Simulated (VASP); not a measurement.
# AlRu (Pm-3m) in VASP: further runs, part 2 of 2

VASP 6.6.1. The steps go on from the part before.

**3. Single point, PBE (volume scaled by 1.02)**

INCAR reads:

```
ALGO = Normal
EDIFF = 1E-6
ENCUT = 520
GGA = PE
ISIF = 2
ISMEAR = -1
LASPH = True
LCHARG = True
LELF = True
LREAL = False
LVHAR = True
LWAVE = False
NBANDS = 16
NELM = 80
PREC = Accurate
SIGMA = 0.05
```

KPOINTS reads:

```
k-points
0
Gamma
  12 12 12
```

POSCAR reads:

```
AlRu
1.0
    3.0114124979      0.0000000000      0.0000000000
    0.0000000000      3.0114124979      0.0000000000
    0.0000000000      0.0000000000      3.0114124979
Al Ru
1 1
Direct
    0.0000000000      0.0000000000      0.0000000000
    0.5000000000      0.5000000000      0.5000000000
```

Potentials or basis: VASP PAW PBE potentials, release 64 (Al, Ru_pv).

Launch:

```sh
> cat potpaw_PBE.64/Al/POTCAR potpaw_PBE.64/Ru_pv/POTCAR > POTCAR
> mpirun -np 1 vasp_std > vasp.out
```

OUTCAR:

```text
EDIFF = 1E-6
   ENCUT = 520
   GGA = PE
   ISIF = 2
   ISMEAR = -1
   LASPH = True
   LREAL = False
   NELM = 80
   PREC = Accurate

 ion  position               nearest neighbor table
   1  0.000  0.000  0.000-   2 2.61   2 2.61   2 2.61   2 2.61   2 2.61   2 2.61   2 2.61   2 2.61

   2  0.500  0.500  0.500-   1 2.61   1 2.61   1 2.61   1 2.61   1 2.61   1 2.61   1 2.61   1 2.61

  LATTYP: Found a simple cubic cell.
 ALAT       =     3.0114124979

  Lattice vectors:

 A1 = (   3.0114124979,   0.0000000000,   0.0000000000)
 A2 = (   0.0000000000,   3.0114124979,   0.0000000000)
 A3 = (   0.0000000000,   0.0000000000,   3.0114124979)

Analysis of symmetry for initial positions (statically):
=====================================================================
 Subroutine PRICEL returns:
 Original cell was already a primitive cell.

 Routine SETGRP: Setting up the symmetry group for a
 simple cubic supercell.

 Subroutine GETGRP returns: Found 48 space group operations
 (whereof 48 operations were pure point group operations)
 out of a pool of 48 trial point group operations.

The static configuration has the point symmetry O_h .

Analysis of symmetry for dynamics (positions and initial velocities):
=====================================================================
 Subroutine PRICEL returns:
 Original cell was already a primitive cell.

 Routine SETGRP: Setting up the symmetry group for a
 simple cubic supercell.

 Subroutine GETGRP returns: Found 48 space group operations
 (whereof 48 operations were pure point group operations)
 out of a pool of 48 trial point group operations.

The dynamic configuration has the point symmetry O_h .

 Subroutine INISYM returns: Found 48 space group operations
 (whereof 48 operations are pure point group operations),
 and found     1 'primitive' translations
[... 99 lines left out ...]
   IBRION =     -1    ionic relax: 0-MD 1-quasi-New 2-CG
   NFREE  =      0    steps in history (QN), initial steepest desc. (CG)
   ISIF   =      2    stress and relaxation
   ISYM   =      2    0-nonsym 1-usesym 2-fastsym
   POTIM  = 0.5000    time-step for ionic-motion
   TEBEG  =    0.0;   TEEND  =   0.0 temperature during run
   PSTRESS=    0.0 pullay stress
   NELECT =      17.0000    total number of electrons
   NUPDOWN=      -1.0000    fix difference up-down
   EMIN   =  10.00;   EMAX   =-10.00  energy-range for DOS
   EFERMI =   0.00;   METHOD = LEGACY
   ISMEAR =    -1;   SIGMA  =   0.05  broadening in eV -4-tet -1-fermi 0-gaus
   EFERMI_NEDOS =   21; number of points for ismear=-14 and -15
   IALGO  =     38    algorithm
   IMIX   =      4    mixing-type and parameters
     AMIX     =   0.40;   BMIX     =  1.00
     AMIX_MAG =   1.60;   BMIX_MAG =  1.00
  volume/ion in A,a.u.               =      13.65        92.15
  Fermi-wavevector in a.u.,A,eV,Ry     =   1.397830  2.641515 26.584798  1.953928
  Thomas-Fermi vector in A             =   2.521047
   LORBIT       =      0    0 simple, 1 ext, 2 COOP (PROOUT), +10 PAW based schemes
   GGA     = PE    functional components
[... 5 lines left out ...]
 non-spin polarized calculation
  energy-cutoff  :      520.00
  volume of cell :       27.31
 maximum number of plane-waves:       756
 NGX is ok and might be reduce to    24
   NGX = 11   NGY = 11   NGZ = 11

 number of electron      16.9999997 magnetization

 Free energy of the ion-electron system (eV)
  ---------------------------------------------------
  ext. energy  EPLUGINS =         0.00000000
  ---------------------------------------------------
  free energy    TOTEN  =       -14.27016561 eV

  energy without entropy =      -14.25785808  energy(sigma->0) =      -14.26401185

 E-fermi :  10.4272     XC(G=0): -12.4655

 val. band max:       10.4200443055   @ k =   0.4167   0.3333   0.1667
 cond. band min:      10.4398834102   @ k =   0.2500   0.0833   0.0833
 fundamental gap:      0.0198391047
 Fermi energy:        10.4271919384

 k-point     1 :       0.0000    0.0000    0.0000
  band No.  band energies     occupation
      1     -31.3262      2.00000
      2     -31.3262      2.00000
      3     -31.3262      2.00000
      4       0.8804      2.00000
      5       6.9805      2.00000
      6       6.9805      2.00000
[... 433 lines left out ...]
      3     -31.2983      2.00000
      4       4.5067      2.00000
      5       6.6059      2.00000
      6       8.5703      2.00000
[... 8 lines left out ...]
     15      22.6772      0.00000
     16      25.4407      0.00000

 [... further k-points ...]
[... 5 lines left out ...]
  --------------------------------------------------------------------------------------
  -------------------------------------------------------------------------------------
  Total       -0.2773047     -0.2773047     -0.2773047     -0.0000000      0.0000000     -0.0000000
  in kB      -16.2688585    -16.2688585    -16.2688585     -0.0000000      0.0000000     -0.0000000
  external PRESSURE =     -16.2688585 kB  Pullay stress =       0.0000000 kB

 VOLUME and BASIS-vectors are now :
 -----------------------------------------------------------------------------
  energy-cutoff  :      520.00
  volume of cell :       27.31
      direct lattice vectors                 reciprocal lattice vectors
     3.011412498  0.000000000  0.000000000     0.332070084  0.000000000  0.000000000
     0.000000000  3.011412498  0.000000000     0.000000000  0.332070084  0.000000000
     0.000000000  0.000000000  3.011412498     0.000000000  0.000000000  0.332070084

 POSITION                                       TOTAL-FORCE (eV/Angst)
 -----------------------------------------------------------------------------------
      0.00000      0.00000      0.00000         0.000000      0.000000      0.000000
      1.50571      1.50571      1.50571         0.000000      0.000000      0.000000
 -----------------------------------------------------------------------------------
    total drift:                                0.000000     -0.000000     -0.000000

  FREE ENERGIE OF THE ION-ELECTRON SYSTEM (eV)
  ---------------------------------------------------
  free  energy   TOTEN  =       -14.2701656083 eV

  energy  without entropy=      -14.2578580821  energy(sigma->0) =      -14.26401185
```

OSZICAR:

```text
N       E                     dE             d eps       ncg     rms          rms(c)
DAV:   1     0.118388593875E+03    0.11839E+03   -0.92174E+03  2760   0.987E+02
DAV:   2    -0.129934686125E+02   -0.13138E+03   -0.12478E+03  3128   0.294E+02
DAV:   3    -0.149249900769E+02   -0.19315E+01   -0.19248E+01  3408   0.373E+01
DAV:   4    -0.149394747577E+02   -0.14485E-01   -0.14461E-01  3384   0.339E+00
DAV:   5    -0.149397016965E+02   -0.22694E-03   -0.22658E-03  3256   0.398E-01    0.117E+01
DAV:   6    -0.143624867564E+02    0.57721E+00   -0.23305E+00  2920   0.164E+01    0.230E+00
DAV:   7    -0.142858455789E+02    0.76641E-01   -0.18762E-01  2896   0.485E+00    0.195E+00
DAV:   8    -0.142703301105E+02    0.15515E-01   -0.18762E-02  3176   0.107E+00    0.186E-01
DAV:   9    -0.142701729201E+02    0.15719E-03   -0.29477E-04  3328   0.131E-01    0.121E-01
DAV:  10    -0.142701672411E+02    0.56791E-05   -0.26218E-05  3032   0.562E-02    0.504E-03
DAV:  11    -0.142701661323E+02    0.11087E-05   -0.87527E-07  2768   0.102E-02    0.368E-03
DAV:  12    -0.142701656083E+02    0.52401E-06   -0.51191E-08  1592   0.239E-03
   1 F= -.14270166E+02 E0= -.14264012E+02  d E =-.123075E-01
```

Wall time 10 s (1 thread of Intel Xeon 6975P-C (Granite Rapids), shared host); peak memory 0.16 GiB.

What came out:

```yaml
Free_energy: -14.2702 eV
Pressure: -1.6 GPa
```

Levels at points of the mesh, in eV from the Fermi level:
| k point | band 7 | band 8 | band 9 | band 10 | band 11 | band 12 |
| --- | --- | --- | --- | --- | --- | --- |
| (0.00, 0.00, 0.00) | 0.18 | 0.18 | 0.18 | 5.99 | 5.99 | 5.99 |
| (0.50, 0.00, 0.00) | -1.55 | -1.55 | 0.42 | 2.23 | 7.47 | 10.94 |
| (0.50, 0.50, 0.00) | -1.34 | -1.12 | -1.12 | 1.50 | 5.20 | 6.04 |
| (0.50, 0.50, 0.50) | 1.59 | 1.59 | 2.46 | 4.10 | 4.10 | 4.10 |

**4. Single point, PBE (volume scaled by 1.04)**

INCAR reads:

```
SYSTEM = AlRu
PREC = Accurate
ENCUT = 520
EDIFF = 1E-7
ISMEAR = -1
SIGMA = 0.05
LREAL = .False.
LASPH = .True.
NELM = 100
ALGO = Normal
ISIF = 2
LWAVE = .False.
LCHARG = .False.
GGA = PE
NBANDS = 16
```

KPOINTS reads:

```
Automatic mesh
0
Gamma
  12 12 12
  0 0 0
```

POSCAR reads:

```
AlRu
1.0
    3.0309676725      0.0000000000      0.0000000000
    0.0000000000      3.0309676725      0.0000000000
    0.0000000000      0.0000000000      3.0309676725
Al Ru
1 1
Direct
    0.0000000000      0.0000000000      0.0000000000
    0.5000000000      0.5000000000      0.5000000000
```

Potentials or basis: VASP PAW PBE potentials, release 64 (Al, Ru_pv).

Launch:

```sh
> cat potpaw_PBE.64/Al/POTCAR potpaw_PBE.64/Ru_pv/POTCAR > POTCAR
> mpirun -np 1 vasp_std > vasp.out
```

OUTCAR:

```text
SYSTEM = AlRu
   PREC = Accurate
   ENCUT = 520
   EDIFF = 1E-7
   ISMEAR = -1
   LREAL = .False.
   LASPH = .True.
   NELM = 100
   ISIF = 2
   GGA = PE

 ion  position               nearest neighbor table
   1  0.000  0.000  0.000-   2 2.62   2 2.62   2 2.62   2 2.62   2 2.62   2 2.62   2 2.62   2 2.62

   2  0.500  0.500  0.500-   1 2.62   1 2.62   1 2.62   1 2.62   1 2.62   1 2.62   1 2.62   1 2.62

  LATTYP: Found a simple cubic cell.
 ALAT       =     3.0309676725

  Lattice vectors:

 A1 = (   3.0309676725,   0.0000000000,   0.0000000000)
 A2 = (   0.0000000000,   3.0309676725,   0.0000000000)
 A3 = (   0.0000000000,   0.0000000000,   3.0309676725)

Analysis of symmetry for initial positions (statically):
=====================================================================
 Subroutine PRICEL returns:
 Original cell was already a primitive cell.

 Routine SETGRP: Setting up the symmetry group for a
 simple cubic supercell.

 Subroutine GETGRP returns: Found 48 space group operations
 (whereof 48 operations were pure point group operations)
 out of a pool of 48 trial point group operations.

The static configuration has the point symmetry O_h .

[... 154 lines left out ...]
  ext. energy  EPLUGINS =         0.00000000
  ---------------------------------------------------
  free energy    TOTEN  =       -14.25869267 eV

  energy without entropy =      -14.24597442  energy(sigma->0) =      -14.25233355

 E-fermi :  10.1596     XC(G=0): -12.3670

 val. band max:       10.1524203483   @ k =   0.4167   0.3333   0.1667
 cond. band min:      10.1720380377   @ k =   0.2500   0.0833   0.0833
 fundamental gap:      0.0196176895
 Fermi energy:        10.1596409882

 k-point     1 :       0.0000    0.0000    0.0000
  band No.  band energies     occupation
      1     -31.5882      2.00000
      2     -31.5882      2.00000
      3     -31.5882      2.00000
      4       0.7261      2.00000
      5       6.8149      2.00000
      6       6.8149      2.00000
[... 433 lines left out ...]
      3     -31.5624      2.00000
      4       4.3235      2.00000
      5       6.4161      2.00000
      6       8.3423      2.00000
[... 8 lines left out ...]
     15      22.2948      0.00000
     16      24.9903      0.00000

 [... further k-points ...]
[... 5 lines left out ...]
  --------------------------------------------------------------------------------------
  -------------------------------------------------------------------------------------
  Total       -0.9195728     -0.9195728     -0.9195728      0.0000000      0.0000000     -0.0000000
  in kB      -52.9118313    -52.9118313    -52.9118313      0.0000000      0.0000000     -0.0000000
  external PRESSURE =     -52.9118313 kB  Pullay stress =       0.0000000 kB

 VOLUME and BASIS-vectors are now :
 -----------------------------------------------------------------------------
  energy-cutoff  :      520.00
  volume of cell :       27.84
      direct lattice vectors                 reciprocal lattice vectors
     3.030967673  0.000000000  0.000000000     0.329927636  0.000000000  0.000000000
     0.000000000  3.030967673  0.000000000     0.000000000  0.329927636  0.000000000
     0.000000000  0.000000000  3.030967673     0.000000000  0.000000000  0.329927636

 POSITION                                       TOTAL-FORCE (eV/Angst)
 -----------------------------------------------------------------------------------
      0.00000      0.00000      0.00000         0.000000      0.000000      0.000000
      1.51548      1.51548      1.51548         0.000000      0.000000      0.000000
 -----------------------------------------------------------------------------------
    total drift:                                0.000000     -0.000000     -0.000000

  FREE ENERGIE OF THE ION-ELECTRON SYSTEM (eV)
  ---------------------------------------------------
  free  energy   TOTEN  =       -14.2586926687 eV

  energy  without entropy=      -14.2459744230  energy(sigma->0) =      -14.25233355
```

Wall time 11 s (1 thread of Intel Xeon 6975P-C (Granite Rapids), shared host); peak memory 0.16 GiB.

Results:

```
Free energy : -14.2587 eV
Pressure    : -5.3 GPa
```

Levels at points of the mesh, in eV from the Fermi level:
| k point | band 5 | band 6 | band 7 | band 8 | band 9 | band 10 | band 11 | band 12 | band 13 | band 14 |
| --- | --- | --- | --- | --- | --- | --- | --- | --- | --- | --- |
| (0.00, 0.00, 0.00) | -3.34 | -3.34 | 0.18 | 0.18 | 0.18 | 5.90 | 5.90 | 5.90 | 10.76 | 10.76 |
| (0.50, 0.00, 0.00) | -5.40 | -2.59 | -1.51 | -1.51 | 0.41 | 2.16 | 7.48 | 10.84 | 10.84 | 12.13 |
| (0.50, 0.50, 0.00) | -2.89 | -1.32 | -1.32 | -1.08 | -1.08 | 1.45 | 5.07 | 5.85 | 10.29 | 12.13 |
| (0.50, 0.50, 0.50) | -4.40 | -4.40 | 1.54 | 1.54 | 2.35 | 4.06 | 4.06 | 4.06 | 8.18 | 8.18 |

**5. The runs side by side**

```tsv
cell	gap on the mesh (eV)	pressure (GPa)
a = 2.992 Å, 2 atoms	none	2.4
a = 3.011 Å, 2 atoms	none	-1.6
a = 3.031 Å, 2 atoms	none	-5.3
```

Alike in all rows: task single point; level PBE; potentials or basis VASP PAW PBE potentials, release 64 (Al, Ru_pv); no spin polarisation; k mesh 12 × 12 × 12; cutoff (eV) 520; smearing fermi-dirac 0.05 eV.

Total energies depend on the potentials used, so only differences within one code and one set of settings carry meaning.
